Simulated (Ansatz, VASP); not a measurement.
# PbS in VASP and in Ansatz

Contents of POSCAR:

```
PbS
1.0
    2.1349477321     -6.0717656911      0.0000000000
    2.1349477321      6.0717656911      0.0000000000
    0.0000000000      0.0000000000      4.4074276295
Pb S
2 2
Direct
    0.8655804799      0.1344195201      0.7500000000
    0.1344195201      0.8655804799      0.2500000000
    0.6459664674      0.3540335326      0.7500000000
    0.3540335326      0.6459664674      0.2500000000
```

INCAR.step1

```
PREC     = Accurate       # precision mode
ENCUT    = 520            # plane-wave cutoff, eV
ISMEAR   = 0              # smearing method
SIGMA    = 0.01           # smearing width, eV
LREAL    = False          # projectors in reciprocal space
LASPH    = True           # aspherical terms in the spheres
NELM     = 60             # most SCF steps
NBANDS   = 28             # bands
GGA      = PE             # functional
ALGO     = Normal         # electronic algorithm
EDIFF    = 1E-4           # SCF threshold, eV
LWAVE    = True           # write WAVECAR
LCHARG   = False          # write CHGCAR
```

File INCAR.step2:

```
PREC     = Accurate       # precision mode
ENCUT    = 520            # plane-wave cutoff, eV
EDIFF    = 1E-6           # SCF threshold, eV
ISMEAR   = 0              # smearing method
SIGMA    = 0.01           # smearing width, eV
LREAL    = False          # projectors in reciprocal space
LASPH    = True           # aspherical terms in the spheres
NELM     = 60             # most SCF steps
ALGO     = Normal         # electronic algorithm
ISIF     = 2              # what is computed and relaxed
LWAVE    = False          # write WAVECAR
LCHARG   = False          # write CHGCAR
METAGGA  = R2SCAN         # meta-GGA
LMIXTAU  = True         
NBANDS   = 28             # bands
ISTART   = 1
```

Contents of KPOINTS:

```
Automatic mesh
0
Gamma
  6 6 6
```

Input for Ansatz:

```yaml
crystal:
  lattice:
    - [2.1349477321, -6.0717656911, 0.0]
    - [2.1349477321, 6.0717656911, 0.0]
    - [0.0, 0.0, 4.4074276295]
  atoms:
    - { symbol: Pb, position: [0.8655804799, 0.1344195201, 0.75] }
    - { symbol: Pb, position: [0.1344195201, 0.8655804799, 0.25] }
    - { symbol: S, position: [0.6459664674, 0.3540335326, 0.75] }
    - { symbol: S, position: [0.3540335326, 0.6459664674, 0.25] }
kpoints:
  mp_grid: { grid: [6, 6, 6] }
  band_path:
    path:
      - [0.0, 0.0, 0.0]
      - [-0.5, 0.5, 0.0]
      - [-0.2809089673, 0.7190910327, 0.0]
      - [0.2809089673, 0.2809089673, 0.0]
      - [0.0, 0.0, 0.5]
      - [0.2809089673, 0.2809089673, 0.5]
      - [-0.2809089673, 0.7190910327, 0.5]
      - [-0.5, 0.5, 0.5]
      - [0.0, 0.5, 0.0]
      - [-0.5, 0.5, 0.35]
      - [-0.5, 0.5, 0.380208]
      - [0.205729, 0.208333, 0.0]
    npoints: 1
hamiltonian:
  xc: r2scan
scf:
  occupations: { method: fixed }
  n_extra_bands: 5
output:
  forces: true
  stress: true
  eigenvalues: true
```

Change from the starting cell: hydrostatic strain +3.5%.

Alike in both runs: task single point; functional r2SCAN; k mesh 6 × 6 × 6; no spin polarisation.

|  | VASP | Ansatz |
| --- | --- | --- |
| version | VASP 6.6.1 | Ansatz 0.2.0 |
| potentials or method | VASP PAW PBE potentials, release 64 (Pb_d, S) | plane waves, PAW |
| plane-wave cutoff (eV) | 520 | 500 |
| occupations | gaussian, width 0.01 eV | fixed |
| valence electrons in the cell | 40 | 40 |

|  | VASP | Ansatz | Ansatz less VASP |
| --- | --- | --- | --- |
| gap on the k mesh at the Fermi level (eV) | 1.84 | 1.84 | +0.001 |
| pressure (GPa) | -2.5 | -2.5 | +0.01 |
| traceless stress, the component that is largest in VASP (GPa) | 1.62 | 1.61 | -0.004 |
| rms of the force components (eV/Å) | 0.009 | 0.012 | +0.0029 |

VASP's potentials were made for PBE, not for r2SCAN. Atom by atom the forces differ by 0.004 eV/Å (rms over components).

Spin-orbit coupling is off throughout.
